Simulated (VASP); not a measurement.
Input of a VASP 6.6.1 run:

INCAR

```
ALGO = Normal ; EDIFF = 1E-6
ENCUT = 520 ; GGA = PS
ISIF = 2 ; ISMEAR = -1
ISPIN = 2 ; LASPH = True
LCHARG = False ; LMAXMIX = 4
LORBIT = 11 ; LREAL = False
LWAVE = False ; MAGMOM = 3 0
NBANDS = 18 ; NELM = 150
PREC = Accurate ; SIGMA = 0.05
```

The input KPOINTS:

```
k-points
0
Gamma
  11 11 11
```

The input POSCAR:

```
FeO
1.0
    1.5288796120      0.8826990556      2.5362637132
   -1.5288796120      0.8826990556      2.5362637132
    0.0000000000     -1.7653981111      2.5362637132
Fe O
1 1
Direct
    0.0000000000      0.0000000000      0.0000000000
    0.5000000000      0.5000000000      0.5000000000
```

Potentials or basis: VASP PAW PBE potentials, release 64 (Fe, O).

Run with:

```console
$ cat potpaw_PBE.64/Fe/POTCAR potpaw_PBE.64/O/POTCAR > POTCAR
$ mpirun -np 1 vasp_std > vasp.out
```

Predict the site moments.

Fe +3.62; O +0.30 μB.

What does it give for the band gap on the k mesh?

Zero (filled and empty bands overlap).

What does it give for the net moment?

4.00 μB per cell.

Stress tensor (GPa, compression positive):
```
-12.06   0.00   0.00
  0.00 -12.06   0.00
  0.00   0.00 -13.13
```

Caveat: the cell stands under tension; the PAW data sets were made with another functional, which shifts forces and pressure a little; a cell with one magnetic atom can't hold antiferromagnetic order, which such compounds often take; semilocal functionals often make such compounds metallic where correlation or magnetic order opens a gap, which also shifts bond lengths. With open d or f shells a metallic result of PBEsol can be an artefact of self-interaction; +U or a hybrid may open a gap.
